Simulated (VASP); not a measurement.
# Sb (R-3m) in VASP: a series of runs

Aim: see how the results for Sb move with the level of theory and the settings. Levels: PBE, revPBE, RPBE, revPBE+D3(BJ). Tasks: single point, relaxation of cell and atoms.

Everything below comes from runs of VASP 6.6.1. Logs are shortened: lines on timing, memory, paths and dates and some standing lists are left out, and cuts for length are marked.

## 1. The cell of the first run

It takes space group R-3m (No. 166, trigonal). The conventional cell has a = 4.379 Å, b = 4.379 Å, c = 11.536 Å, α = 90.00°, β = 90.00°, γ = 120.00°. Sb (site symmetry 3m) has 6 Sb at 2.95 to 3.44 Å within 3.9 Å.

## 2. Single point, PBE

The input, INCAR:

```
SYSTEM = Sb
PREC = Accurate ; ENCUT = 520
EDIFF = 1E-7 ; ISMEAR = -1
SIGMA = 0.05 ; LREAL = .FALSE.
LASPH = .TRUE. ; NELM = 100
ALGO = Normal ; ISIF = 2
LWAVE = .FALSE. ; LCHARG = .TRUE.
GGA = PE ; LELF = .TRUE.
LVHAR = .TRUE. ; NBANDS = 12
```

The input, KPOINTS:

```
Automatic mesh
0
G
  8 8 8
  0 0 0
```

The input, POSCAR:

```
Sb
1.0
    2.1893980859      1.2640495743      3.8453318242
   -2.1893980859      1.2640495743      3.8453318242
    0.0000000000     -2.5280991485      3.8453318242
Sb
2
Direct
    0.7676664740      0.7676664740      0.7676664740
    0.2323335260      0.2323335260      0.2323335260
```

Potentials or basis: VASP PAW PBE potentials, release 64 (Sb).

On the command line:

```console
cat potpaw_PBE.64/Sb/POTCAR > POTCAR
mpirun -np 1 vasp_std > vasp.out
```

OUTCAR:

```text
SYSTEM = Sb
   PREC = Accurate
   ENCUT = 520
   EDIFF = 1E-7
   ISMEAR = -1
   LREAL = .FALSE.
   LASPH = .TRUE.
   NELM = 100
   ISIF = 2
   GGA = PE

 ion  position               nearest neighbor table
   1  0.768  0.768  0.768-   2 2.95   2 2.95   2 2.95   2 3.44   2 3.44   2 3.44
   2  0.232  0.232  0.232-   1 2.95   1 2.95   1 2.95   1 3.44   1 3.44   1 3.44

  LATTYP: Found a trigonal (rhomboedric) cell.
 ALAT       =     4.6019411277
 COS(alpha) =     0.5473137046

  Lattice vectors:

 A1 = (   2.1893980859,   1.2640495743,   3.8453318242)
 A2 = (  -2.1893980859,   1.2640495743,   3.8453318242)
 A3 = (   0.0000000000,  -2.5280991485,   3.8453318242)

Analysis of symmetry for initial positions (statically):
=====================================================================
 Subroutine PRICEL returns:
 Original cell was already a primitive cell.

 Routine SETGRP: Setting up the symmetry group for a
 trigonal (rhombohedral) supercell.

 Subroutine GETGRP returns: Found 12 space group operations
 (whereof 12 operations were pure point group operations)
 out of a pool of 12 trial point group operations.

The static configuration has the point symmetry D_3d.

Analysis of symmetry for dynamics (positions and initial velocities):
=====================================================================
 Subroutine PRICEL returns:
 Original cell was already a primitive cell.

 Routine SETGRP: Setting up the symmetry group for a
 trigonal (rhombohedral) supercell.

 Subroutine GETGRP returns: Found 12 space group operations
 (whereof 12 operations were pure point group operations)
 out of a pool of 12 trial point group operations.

The dynamic configuration has the point symmetry D_3d.

 Subroutine INISYM returns: Found 12 space group operations
 (whereof 12 operations are pure point group operations),
 and found     1 'primitive' translations

----------------------------------------------------------------------------------------

                                     Primitive cell

  volume of cell :      63.8519

  direct lattice vectors                    reciprocal lattice vectors
     2.189398086  1.264049574  3.845331824     0.228373270  0.131851369  0.086685194
    -2.189398086  1.264049574  3.845331824    -0.228373270  0.131851369  0.086685194
     0.000000000 -2.528099148  3.845331824     0.000000000 -0.263702738  0.086685194

  length of vectors
[... 85 lines left out ...]
   NSW    =      0    number of steps for IOM
   IBRION =     -1    ionic relax: 0-MD 1-quasi-New 2-CG
   NFREE  =      0    steps in history (QN), initial steepest desc. (CG)
   ISIF   =      2    stress and relaxation
   ISYM   =      2    0-nonsym 1-usesym 2-fastsym
   POTIM  = 0.5000    time-step for ionic-motion
   TEBEG  =    0.0;   TEEND  =   0.0 temperature during run
   PSTRESS=    0.0 pullay stress
   NELECT =      10.0000    total number of electrons
   NUPDOWN=      -1.0000    fix difference up-down
   EMIN   =  10.00;   EMAX   =-10.00  energy-range for DOS
   EFERMI =   0.00;   METHOD = LEGACY
   ISMEAR =    -1;   SIGMA  =   0.05  broadening in eV -4-tet -1-fermi 0-gaus
   EFERMI_NEDOS =   21; number of points for ismear=-14 and -15
   IALGO  =     38    algorithm
   IMIX   =      4    mixing-type and parameters
     AMIX     =   0.40;   BMIX     =  1.00
     AMIX_MAG =   1.60;   BMIX_MAG =  1.00
  volume/ion in A,a.u.               =      31.93       215.45
  Fermi-wavevector in a.u.,A,eV,Ry     =   0.882437  1.667563 10.594781  0.778694
  Thomas-Fermi vector in A             =   2.003068
   LORBIT       =      0    0 simple, 1 ext, 2 COOP (PROOUT), +10 PAW based schemes
   GGA     = PE    functional components
   LHFCALC =     F    Hartree Fock is set to
   AEXX    =    0.0000 exact exchange contribution
   IVDW    =     0    specifies the selected vdW correction
   LEPSILON=     F    determine dielectric tensor
   LRPA    =     F    only Hartree local field effects (RPA)
 non-spin polarized calculation
  energy-cutoff  :      520.00
  volume of cell :       63.85
 maximum number of plane-waves:      1740
 NGX is ok and might be reduce to    36
   NGX = 17   NGY = 17   NGZ = 17

 number of electron      10.0000000 magnetization

 Free energy of the ion-electron system (eV)
  ---------------------------------------------------
  ext. energy  EPLUGINS =         0.00000000
  ---------------------------------------------------
  free energy    TOTEN  =        -8.28296126 eV

  energy without entropy =       -8.28064059  energy(sigma->0) =       -8.28180092

 E-fermi :   6.6699     XC(G=0):  -9.2885

 val. band max:        6.6654727919   @ k =   0.3750   0.1250   0.1250
 cond. band min:       6.7390769665   @ k =   0.3750   0.1250   0.1250
 fundamental gap:      0.0736041746
 Fermi energy:         6.6698648484

 k-point     1 :       0.0000    0.0000    0.0000
  band No.  band energies     occupation
      1      -5.7186      2.00000
      2       1.5405      2.00000
      3       4.6791      2.00000
      4       4.9070      2.00000
      5       4.9070      2.00000
      6       8.5372      0.00000
      7       9.1833      0.00000
      8       9.1833      0.00000
      9      11.7942      0.00000
     10      11.7942      0.00000
     11      11.9501      0.00000
     12      13.3179      0.00000
[... 331 lines left out ...]
 k-point    24 :       0.3750    0.1250    0.1250
  band No.  band energies     occupation
      1      -4.7884      2.00000
      2      -0.8552      2.00000
      3       3.4352      2.00000
      4       5.0989      2.00000
      5       6.6655      1.04389
      6       6.7391      0.40066
      7       7.3974      0.00000
      8       9.5241      0.00000
      9      11.6284      0.00000
     10      12.6106      0.00000
     11      13.7091      0.00000
     12      15.3849      0.00000

 [... further k-points ...]
[... 5 lines left out ...]
  --------------------------------------------------------------------------------------
  -------------------------------------------------------------------------------------
  Total        0.0220488      0.0220488      0.0116140      0.0000000      0.0000000     -0.0000000
  in kB        0.5532497      0.5532497      0.2914183      0.0000000      0.0000000     -0.0000000
  external PRESSURE =       0.4659726 kB  Pullay stress =       0.0000000 kB

 VOLUME and BASIS-vectors are now :
 -----------------------------------------------------------------------------
  energy-cutoff  :      520.00
  volume of cell :       63.85
      direct lattice vectors                 reciprocal lattice vectors
     2.189398086  1.264049574  3.845331824     0.228373270  0.131851369  0.086685194
    -2.189398086  1.264049574  3.845331824    -0.228373270  0.131851369  0.086685194
     0.000000000 -2.528099148  3.845331824     0.000000000 -0.263702738  0.086685194

 POSITION                                       TOTAL-FORCE (eV/Angst)
 -----------------------------------------------------------------------------------
      0.00000      0.00000      8.85580         0.000000     -0.000000     -0.034704
      0.00000      0.00000      2.68020         0.000000      0.000000      0.034704
 -----------------------------------------------------------------------------------
    total drift:                                0.000000      0.000000      0.000000

  FREE ENERGIE OF THE ION-ELECTRON SYSTEM (eV)
  ---------------------------------------------------
  free  energy   TOTEN  =        -8.2829612589 eV

  energy  without entropy=       -8.2806405884  energy(sigma->0) =       -8.28180092
```

OSZICAR:

```text
N       E                     dE             d eps       ncg     rms          rms(c)
DAV:   1     0.342868500270E+02    0.34287E+02   -0.35349E+03  1560   0.649E+02
DAV:   2    -0.633487221347E+01   -0.40622E+02   -0.39122E+02  2096   0.106E+02
DAV:   3    -0.826592630267E+01   -0.19311E+01   -0.19020E+01  1868   0.254E+01
DAV:   4    -0.828311493050E+01   -0.17189E-01   -0.17186E-01  1848   0.289E+00
DAV:   5    -0.828334016570E+01   -0.22524E-03   -0.22523E-03  1852   0.361E-01    0.280E+00
DAV:   6    -0.828299899812E+01    0.34117E-03   -0.23626E-03  1880   0.330E-01    0.168E+00
DAV:   7    -0.828280313431E+01    0.19586E-03   -0.57749E-03  1808   0.504E-01    0.839E-02
DAV:   8    -0.828292956341E+01   -0.12643E-03   -0.16863E-04  1932   0.790E-02    0.243E-02
DAV:   9    -0.828296020211E+01   -0.30639E-04   -0.42965E-05  1812   0.389E-02    0.478E-03
DAV:  10    -0.828296085135E+01   -0.64924E-06   -0.40318E-06  1924   0.110E-02    0.142E-03
DAV:  11    -0.828296097713E+01   -0.12578E-06   -0.41233E-07  1828   0.408E-03    0.958E-04
DAV:  12    -0.828296123299E+01   -0.25586E-06   -0.59367E-08  1424   0.135E-03    0.162E-04
DAV:  13    -0.828296125893E+01   -0.25941E-07   -0.67461E-09   944   0.547E-04
   1 F= -.82829613E+01 E0= -.82818009E+01  d E =-.232067E-02
```

stdout:

```text
POSCAR found type information on POSCAR Sb
 POSCAR found :  1 types and       2 ions
 scaLAPACK will be used
 LDA part: xc-table for (Slater+PW92), standard interpolation
 POSCAR, INCAR and KPOINTS ok, starting setup
 FFT: planning ... GRIDC
 FFT: planning ... GRID_SOFT
 FFT: planning ... GRID
 WAVECAR not read
 entering main loop
```

Wall time 34 s (1 thread of Intel Xeon Platinum 8488C (Sapphire Rapids), shared host); peak memory 0.22 GiB.

What came out:

* Free energy: -8.2830 eV
* Pressure: 0.0 GPa
* Largest force: 0.035 eV/Å
* Band gap on the k mesh: zero (band 5 reaches 6.67 eV, above the bottom of band 6 at 6.38 eV)

Forces on the atoms (eV/Å):
```
Sb   0.000  0.000 -0.035
Sb   0.000  0.000  0.035
```

Caveat: spin-orbit coupling is left out, which moves the levels of the heavy elements.

## 3. Single point, revPBE

This run uses another cell than the first one, of 32.97 Å³/atom, 1.033 times its volume.

The input, INCAR:

```
PREC     = Accurate       # precision mode
ENCUT    = 520            # plane-wave cutoff, eV
EDIFF    = 1E-6           # SCF threshold, eV
ISMEAR   = -1             # smearing method
SIGMA    = 0.05           # smearing width, eV
LREAL    = F              # projectors in reciprocal space
LASPH    = T              # aspherical terms in the spheres
NELM     = 100            # most SCF steps
ALGO     = Normal         # electronic algorithm
ISIF     = 2              # what is computed and relaxed
LWAVE    = F              # write WAVECAR
LCHARG   = F              # write CHGCAR
GGA      = RE             # functional
NBANDS   = 12             # bands
```

The input, KPOINTS:

```
Automatic mesh
0
Gamma
  8 8 8
```

The input, POSCAR:

```
Sb
1.0
    2.1965934169      1.2682038005      3.9445549814
   -2.1965934169      1.2682038005      3.9445549814
    0.0000000000     -2.5364076011      3.9445549814
Sb
2
Direct
    0.7691718019      0.7691718019      0.7691718019
    0.2308281981      0.2308281981      0.2308281981
```

Potentials or basis: VASP PAW PBE potentials, release 64 (Sb).

On the command line:

```console
cat potpaw_PBE.64/Sb/POTCAR > POTCAR
mpirun -np 1 vasp_std > vasp.out
```

OUTCAR:

```text
PREC = Accurate
   ENCUT = 520
   EDIFF = 1E-6
   ISMEAR = -1
   LREAL = F
   LASPH = T
   NELM = 100
   ISIF = 2
   GGA = RE

 ion  position               nearest neighbor table
   1  0.769  0.769  0.769-   2 2.96   2 2.96   2 2.96   2 3.51   2 3.51   2 3.51
   2  0.231  0.231  0.231-   1 2.96   1 2.96   1 2.96   1 3.51   1 3.51   1 3.51

  LATTYP: Found a trigonal (rhomboedric) cell.
 ALAT       =     4.6896564394
 COS(alpha) =     0.5612195235

  Lattice vectors:

[... 545 lines left out ...]

------------------------ aborting loop because EDIFF is reached ----------------------------------------

  FORCE on cell =-STRESS in cart. coord.  units (eV):
  Direction    XX          YY          ZZ          XY          YZ          ZX
  --------------------------------------------------------------------------------------
  -------------------------------------------------------------------------------------
  Total        0.0098954      0.0098954     -0.0085219      0.0000000      0.0000000      0.0000000
  in kB        0.2404671      0.2404671     -0.2070894      0.0000000      0.0000000      0.0000000
  external PRESSURE =       0.0912816 kB  Pullay stress =       0.0000000 kB

 VOLUME and BASIS-vectors are now :
 -----------------------------------------------------------------------------
  energy-cutoff  :      520.00
  volume of cell :       65.93
      direct lattice vectors                 reciprocal lattice vectors
     2.196593417  1.268203801  3.944554981     0.227625193  0.131419466  0.084504674
    -2.196593417  1.268203801  3.944554981    -0.227625193  0.131419466  0.084504674
     0.000000000 -2.536407601  3.944554981     0.000000000 -0.262838933  0.084504674

 POSITION                                       TOTAL-FORCE (eV/Angst)
 -----------------------------------------------------------------------------------
      0.00000     -0.00000      9.10212         0.000000      0.000000     -0.031592
      0.00000     -0.00000      2.73154         0.000000     -0.000000      0.031592
 -----------------------------------------------------------------------------------
    total drift:                                0.000000     -0.000000      0.000000

  FREE ENERGIE OF THE ION-ELECTRON SYSTEM (eV)
  ---------------------------------------------------
  free  energy   TOTEN  =        -7.6641204415 eV

  energy  without entropy=       -7.6620079631  energy(sigma->0) =       -7.66306420
```

Wall time 45 s (1 thread of Intel Xeon Platinum 8488C (Sapphire Rapids), shared host); peak memory 0.22 GiB.

What came out:

| Property | Result |
| --- | --- |
| Free energy | -7.6641 eV |
| Pressure | 0.0 GPa |
| Largest force | 0.032 eV/Å |
| Band gap on the k mesh | zero (band 5 reaches 6.37 eV, above the bottom of band 6 at 6.12 eV) |

Forces in eV/Å, atoms in the order of the input:
```
Sb   0.000  0.000 -0.032
Sb   0.000  0.000  0.032
```

Caveat: the PAW data sets were made with another functional, which shifts forces and pressure a little; spin-orbit coupling is left out, which moves the levels of the heavy elements.

## 4. Single point, RPBE

This run uses another cell than the first one, of 33.48 Å³/atom, 1.049 times its volume.

The input, INCAR:

```
PREC     = Accurate       # precision mode
ENCUT    = 520            # plane-wave cutoff, eV
EDIFF    = 1E-7           # SCF threshold, eV
ISMEAR   = -1             # smearing method
SIGMA    = 0.05           # smearing width, eV
LREAL    = False          # projectors in reciprocal space
LASPH    = True           # aspherical terms in the spheres
NELM     = 60             # most SCF steps
ALGO     = Normal         # electronic algorithm
ISIF     = 2              # what is computed and relaxed
LWAVE    = False          # write WAVECAR
LCHARG   = False          # write CHGCAR
GGA      = RP             # functional
NBANDS   = 12             # bands
```

KPOINTS is that of step 3.

The input, POSCAR:

```
Sb
1.0
    2.1991667478      1.2696895138      3.9962449859
   -2.1991667478      1.2696895138      3.9962449859
    0.0000000000     -2.5393790277      3.9962449859
Sb
2
Direct
    0.7699837982      0.7699837982      0.7699837982
    0.2300162018      0.2300162018      0.2300162018
```

On the command line:

```console
cat potpaw_PBE.64/Sb/POTCAR > POTCAR
mpirun -np 1 vasp_std > vasp.out
```

Wall time 39 s (1 thread of Intel Xeon Platinum 8488C (Sapphire Rapids), shared host); peak memory 0.22 GiB.

Results (log left out):

```yaml
Free_energy: -7.5668 eV
Pressure: 0.0 GPa
Largest_force: 0.038 eV/Å
Band_gap_on_the_k_mesh: zero (band 5 reaches 6.25 eV, above the bottom of band 6 at 6.00 eV)
```

Forces in eV/Å, atoms in the order of the input:
```
Sb   0.000  0.000 -0.038
Sb   0.000  0.000  0.038
```

Levels at points of the mesh, in eV from the Fermi level:
| k point | band 2 | band 3 | band 4 | band 5 | band 6 | band 7 | band 8 | band 9 |
| --- | --- | --- | --- | --- | --- | --- | --- | --- |
| (0.00, 0.00, 0.00) | -5.34 | -2.02 | -1.66 | -1.66 | 1.62 | 2.36 | 2.36 | 5.33 |
| (0.50, 0.00, 0.00) | -9.21 | -2.05 | -2.04 | -0.37 | -0.26 | 0.25 | 0.85 | 7.11 |
| (0.50, 0.50, 0.00) | -8.07 | -4.82 | -3.38 | -3.28 | 1.60 | 4.31 | 5.24 | 5.94 |
| (0.50, 0.50, 0.50) | -8.43 | -1.31 | -1.31 | -0.61 | 0.44 | 0.44 | 1.15 | 6.47 |

Caveat: the PAW data sets were made with another functional, which shifts forces and pressure a little; spin-orbit coupling is left out, which moves the levels of the heavy elements.

(Continued in part 2 of 2.)
